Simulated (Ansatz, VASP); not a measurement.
**One calculation of ZnInO, two programs**

File INCAR:

```
SYSTEM = ZnInO
PREC     = Accurate       ! precision mode
ENCUT    = 600            ! plane-wave cutoff, eV
EDIFF    = 1E-7           ! SCF threshold, eV
ISMEAR   = 0              ! smearing method
SIGMA    = 0.1            ! smearing width, eV
LREAL    = .FALSE.        ! projectors in reciprocal space
LASPH    = .TRUE.         ! aspherical terms in the spheres
NELM     = 120            ! most SCF steps
ALGO     = Normal         ! electronic algorithm
ISIF     = 3              ! what is computed and relaxed
LWAVE    = .FALSE.        ! write WAVECAR
LCHARG   = .FALSE.        ! write CHGCAR
GGA      = PE             ! functional
IBRION   = 2              ! ionic algorithm
NSW      = 90             ! ionic steps
EDIFFG   = -0.04          ! ionic threshold
GGA_COMPAT= .FALSE.      
NELMIN   = 4
```

The input KPOINTS:

```
Automatic mesh
0
G
  6 6 6
  0 0 0
```

Contents of POSCAR:

```
ZnInO
1.0
    4.0129199700      0.0000000000      0.0000000000
   -2.0064599800      3.4752906400      0.0000000000
    0.0000000000      0.0000000000      3.5416945700
Zn In O
1 1 1
Direct
    0.6666666700      0.3333333300      0.5000000000
    0.0000000000      0.0000000000      0.5000000000
    0.3333333300      0.6666666700      0.0000000000
```

Input for Ansatz:

```yaml
crystal:
  lattice:
    - [4.01291997, 0.0, 0.0]
    - [-2.00645998, 3.47529064, 0.0]
    - [0.0, 0.0, 3.54169457]
  atoms:
    - { symbol: Zn, position: [0.66666667, 0.33333333, 0.5] }
    - { symbol: In, position: [0.0, 0.0, 0.5] }
    - { symbol: O, position: [0.33333333, 0.66666667, 0.0] }
basis:
  ecutwfc: 420
kpoints:
  mp_grid: { grid: [6, 6, 6] }
hamiltonian:
  xc: pbe
scf:
  occupations: { method: gaussian, width: 0.1 }
  lower_state_search: "off"
output:
  forces: true
  stress: true
  eigenvalues: true
relax:
  adjacent_minimum: "off"
  f_tol: 0.04
  max_steps: 70
  cell: { stress_tol: 0.4 }
```

Change from the starting cell: species swapped into the TbCuGe type (P-6m2, No. 187).

Alike in both runs: task relaxation of cell and atoms; functional PBE; k mesh 6 × 6 × 6; occupations gaussian, width 0.1 eV; no spin polarisation.

```csv
,VASP,Ansatz
version,VASP 6.6.1,Ansatz 0.2.0
potentials or method,"VASP PAW PBE potentials, release 64 (Zn, In_d, O), cutoff 600 eV","scalar-relativistic, plane waves, PAW"
valence electrons in the cell,31,31
```

```tsv
	VASP	Ansatz	Ansatz less VASP
gap on the k mesh at the Fermi level, each at its own relaxed structure (eV)	none	none	-
relaxed volume (Å³/atom)	17.79	17.73	-0.054
relaxed cell length with the largest relative difference (Å)	4.392	4.381	-0.0114
```

A gap of «none» marks a metal or a gap that the smearing closes.
